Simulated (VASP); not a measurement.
## Al3BP2: single point with PBE

The system is Al3BP2.

```
CELL_PARAMETERS angstrom
2.59110 1.49597 4.17054
-2.59110 1.49597 4.17054
0.00000 -2.99195 4.17054
ATOMIC_POSITIONS crystal
Al 0.00000 0.50000 0.50000
Al 0.50000 0.50000 0.00000
Al 0.50000 0.00000 0.50000
B 0.50000 0.50000 0.50000
P 0.12356 0.12356 0.12356
P 0.87644 0.87644 0.87644
```

```
Program                : VASP 6.6.1
Task                   : single point
Functional             : PBE
Potentials or basis    : VASP PAW PBE potentials, release 64 (Al, B, P)
Cutoff                 : 520 eV
k mesh                 : 6 × 6 × 6
Occupations            : gaussian, width 0.1 eV
Spin                   : no spin polarisation
Dipole correction      : no
Further INCAR settings : ALGO = Normal; EDIFF = 1e-06; NBANDS = 20
```

```json
{
  "Pressure": "-7.4 GPa",
  "Largest force": "0.219 eV/Å",
  "Band gap on the k mesh": "zero (band 11 reaches 7.55 eV, above the bottom of band 12 at 5.36 eV)"
}
```

Forces in eV/Å, atoms in the order of the input:
```
Al   0.000  0.000  0.000
Al   0.000  0.000  0.000
Al   0.000  0.000  0.000
B    0.000  0.000  0.000
P    0.000  0.000 -0.219
P    0.000  0.000  0.219
```

Stress tensor (GPa, compression positive):
```
 -2.00   0.00   0.00
  0.00  -2.00   0.00
  0.00   0.00 -18.08
```

Levels at points of the mesh, in eV from the Fermi level:
| k point | band 9 | band 10 | band 11 | band 12 | band 13 | band 14 |
| --- | --- | --- | --- | --- | --- | --- |
| (0.00, 0.00, 0.00) | -3.37 | -3.37 | -2.51 | -0.70 | -0.70 | -0.47 |
| (0.50, 0.00, 0.00) | -1.72 | -1.31 | -0.07 | 0.52 | 0.57 | 0.90 |
| (0.50, 0.50, 0.00) | -0.31 | 0.15 | 0.16 | 1.07 | 1.26 | 1.91 |
| (0.50, 0.50, 0.50) | -2.00 | -1.74 | 0.54 | 0.54 | 1.71 | 1.71 |

Wall time 53 s on 1 thread of Intel(R) Xeon(R) Platinum 8488C (Sapphire Rapids), on a shared host, peak memory 0.25 GiB.
